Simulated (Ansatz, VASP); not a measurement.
Pt: VASP beside Ansatz

Contents of INCAR:

```
SYSTEM = Pt
  PREC = Accurate
  ENCUT = 520
  EDIFF = 1E-6
  ISMEAR = 0
  SIGMA = 0.15
  LREAL = .False.
  LASPH = .True.
  NELM = 60
  ALGO = Fast
  ISIF = 2
  LWAVE = .False.
  LCHARG = .False.
  GGA = PE
  NBANDS = 11
```

The input KPOINTS:

```
Automatic mesh
0
Gamma
  22 22 22
  0 0 0
```

File POSCAR:

```
Pt
1.0
    0.0000000000      2.2000439679      1.7450748753
    2.2000439679      0.0000000000      1.7450748753
    2.2000439679      2.2000439679      0.0000000000
Pt
1
Direct
    0.0000000000      0.0000000000      0.0000000000
```

Input for Ansatz:

```yaml
crystal:
  lattice:
    - [0.0, 2.2000439679, 1.7450748753]
    - [2.2000439679, 0.0, 1.7450748753]
    - [2.2000439679, 2.2000439679, 0.0]
  atoms:
    - { symbol: Pt, position: [0.0, 0.0, 0.0] }
basis:
  ecutwfc: 420
kpoints:
  mp_grid: { grid: [22, 22, 22] }
hamiltonian:
  xc: pbe
  pseudopotentials: { kind: paw, azcp: { folder: soft_1 } }
scf:
  occupations: { method: gaussian, width: 0.15 }
output:
  forces: true
  stress: true
  eigenvalues: true
```

Alike in both runs: task single point; functional PBE; k mesh 22 × 22 × 22; occupations gaussian, width 0.15 eV; no spin polarisation.

```csv
,VASP,Ansatz
version,VASP 6.6.1,Ansatz 0.2.0
potentials or method,"VASP PAW PBE potentials, release 64 (Pt), cutoff 520 eV","scalar-relativistic, plane waves, PAW"
valence electrons in the cell,10,18
```

```tsv
	VASP	Ansatz	Ansatz less VASP
gap on the k mesh at the Fermi level (eV)	none	none	-
pressure (GPa)	-13.9	-13.6	+0.32
traceless stress, the component that is largest in VASP (GPa)	3.16	3.18	+0.021
```

A gap of «none» marks a metal or a gap that the smearing closes. The functional is the same, so the differences come from potentials, cutoffs and numerics. VASP's potentials hold 10 valence electrons a cell and Ansatz's 18, so a difference there can come from the potentials and not from the codes.

Neither program's run includes spin-orbit coupling.
